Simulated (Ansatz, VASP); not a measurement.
# Os: VASP beside Ansatz

Contents of INCAR:

```
PREC = Accurate ; ENCUT = 520
EDIFF = 1E-7 ; ISMEAR = -1
SIGMA = 0.1 ; LREAL = F
LASPH = T ; NELM = 80
ALGO = Normal ; ISIF = 2
LWAVE = F ; LCHARG = F
NBANDS = 15
```

The input KPOINTS:

```
Automatic mesh
0
Gamma
  11 11 6
```

Contents of POSCAR:

```
Os
1.0
    2.7175247593      0.0000000000      0.0000000000
   -1.3587623796      2.3534454770      0.0000000000
    0.0000000000      0.0000000000      4.2844606214
Os
2
Direct
    0.3333333333      0.6666666667      0.2500000000
    0.6666666667      0.3333333333      0.7500000000
```

Input for Ansatz:

```yaml
crystal:
  lattice:
    - [2.7175247593, 0.0, 0.0]
    - [-1.3587623796, 2.353445477, 0.0]
    - [0.0, 0.0, 4.2844606214]
  atoms:
    - { symbol: Os, position: [0.3333333333, 0.6666666667, 0.25] }
    - { symbol: Os, position: [0.6666666667, 0.3333333333, 0.75] }
hamiltonian:
  xc: lda
  pseudopotentials:
    kind: paw
    azcp:
      Os: "pseudopotentials/Os.paw.azcp"
basis:
  ecutwfc: 420
  fft_grid_basis: typed
kpoints:
  mp_grid: { grid: [11, 11, 6], shift: [0, 0, 0] }
magnetization:
  spin_polarized: false
scf:
  occupations: { method: fermi_dirac, width: 0.1 }
  lower_state_search: "off"
output:
  stress: true
```

Alike in both runs: task single point; functional LDA; k mesh 11 × 11 × 6; occupations fermi-dirac, width 0.1 eV; no spin polarisation.

```csv
,VASP,Ansatz
version,VASP 6.6.1,Ansatz 0.2.0
potentials or method,"VASP PAW LDA potentials, release 64 (Os), cutoff 520 eV","plane waves (420 eV) with PAW, scalar-relativistic"
valence electrons in the cell,16,32
```

Ansatz gave:

* pressure (GPa): 0.2
* traceless stress, the component that is largest in VASP (GPa): 1.16

Task: Which values does VASP return?

Result: Pressure (GPa): 1.2; traceless stress, the component that is largest in VASP (GPa): 1.06.

Ansatz warns that its potentials were made for another functional, while VASP's fit it. LDA's correlation is that of Perdew and Zunger in VASP and of Perdew and Wang (1992) in Ansatz. VASP's potentials hold 16 valence electrons a cell and Ansatz's 32, so a difference there can come from the potentials and not from the codes.

Spin-orbit coupling is off throughout.
